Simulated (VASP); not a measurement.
Write the native input for VASP 6.6.1 that does the following.

| Item | Value |
| --- | --- |
| Task | single point |
| Functional | PBEsol |
| Potentials or basis | VASP PAW PBE potentials, release 64 (Mo_sv) |
| Cutoff | 520 eV |
| k mesh | 3 × 3 × 3 |
| Occupations | gaussian, width 0.1 eV |
| Spin | no spin polarisation |
| Dipole correction | no |
| Further INCAR settings | ALGO = Fast; EDIFF = 1e-06; NBANDS = 96 |

The structure of Mo lies in POSCAR:

```
Mo
1.0
    3.2508997160      1.8769078261      5.5440914038
   -3.2508997160      1.8769078261      5.5440914038
    0.0000000000     -3.7538156522      5.5440914038
Mo
12
Direct
    0.0101900000      0.6536100000      0.0101900000
    0.0101900000      0.0101900000      0.6536100000
    0.6536100000      0.0101900000      0.0101900000
    0.9898100000      0.3463900000      0.9898100000
    0.3463900000      0.9898100000      0.9898100000
    0.9898100000      0.9898100000      0.3463900000
    0.2211800000      0.6306000000      0.2211800000
    0.2211800000      0.2211800000      0.6306000000
    0.6306000000      0.2211800000      0.2211800000
    0.7788200000      0.3694000000      0.7788200000
    0.3694000000      0.7788200000      0.7788200000
    0.7788200000      0.7788200000      0.3694000000
```

One way to write it, as run:

INCAR

```
ALGO = Fast
EDIFF = 1E-6
ENCUT = 520
GGA = PS
ISIF = 2
ISMEAR = 0
LASPH = T
LCHARG = F
LREAL = F
LWAVE = F
NBANDS = 96
NELM = 80
PREC = Accurate
SIGMA = 0.1
```

KPOINTS

```
k-points
0
Gamma
  3 3 3
```

Potentials or basis: VASP PAW PBE potentials, release 64 (Mo_sv).

The run is started by

```sh
$ cat potpaw_PBE.64/Mo_sv/POTCAR > POTCAR
$ mpirun -np 1 vasp_std > vasp.out
```

It gave:

| Item | Value |
| --- | --- |
| Pressure | 64.2 GPa |
| Largest force | 6.503 eV/Å |
| Band gap on the k mesh | zero (bands 84 and 85 overlap by 0.08 eV) |

Caveat: the k points lie up to 0.39 Å⁻¹ apart; the PAW data sets were made with another functional, which shifts forces and pressure a little.

Run time: 6.6 min on 1 thread of AMD EPYC 7R43 64-Core Processor (Zen 3), with other jobs on the host, peak memory 0.34 GiB.
